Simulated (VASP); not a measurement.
## ScAl3: single point with PBE

ScAl3:

```
CELL_PARAMETERS angstrom
-2.01280 2.01280 4.42320
2.01280 -2.01280 4.42320
2.01280 2.01280 -4.42320
ATOMIC_POSITIONS crystal
Sc 0.00000 0.00000 0.00000
Al 0.75000 0.25000 0.50000
Al 0.25000 0.75000 0.50000
Al 0.50000 0.50000 0.00000
```

| Quantity | Value |
| --- | --- |
| Program | VASP 6.6.1 |
| Task | single point |
| Functional | PBE |
| Potentials or basis | VASP PAW PBE potentials, release 64 (Sc_sv, Al) |
| Cutoff | 520 eV |
| k mesh | 6 × 6 × 6 |
| Occupations | methfessel-paxton, width 0.0680285 eV |
| Spin | no spin polarisation |
| Dipole correction | no |
| Further INCAR settings | ALGO = Fast; EDIFF = 1e-06; NBANDS = 18 |

| Property | Result |
| --- | --- |
| Pressure | -0.4 GPa |
| Band gap on the k mesh | zero (bands 10 and 11 overlap by 1.85 eV) |

Stress tensor (GPa, compression positive):
```
 0.32  0.00  0.00
 0.00  0.32  0.00
 0.00  0.00 -1.99
```

Levels at points of the mesh, in eV from the Fermi level:
```csv
k point,band 8,band 9,band 10,band 11,band 12,band 13
"(0.00, 0.00, 0.00)",-0.95,-0.95,-0.83,1.48,1.63,1.63
"(0.50, 0.00, 0.00)",-2.75,-0.65,0.40,1.18,1.88,2.75
"(0.50, 0.50, 0.00)",-3.35,-2.37,-1.84,-0.45,2.57,2.78
"(0.50, 0.50, 0.50)",-0.92,-0.92,0.27,1.52,1.52,1.95
```

Wall time 57 s on 1 thread of Intel(R) Xeon(R) Platinum 8375C CPU @ 2.90GHz (Ice Lake) (shared host), peak memory 0.25 GiB.
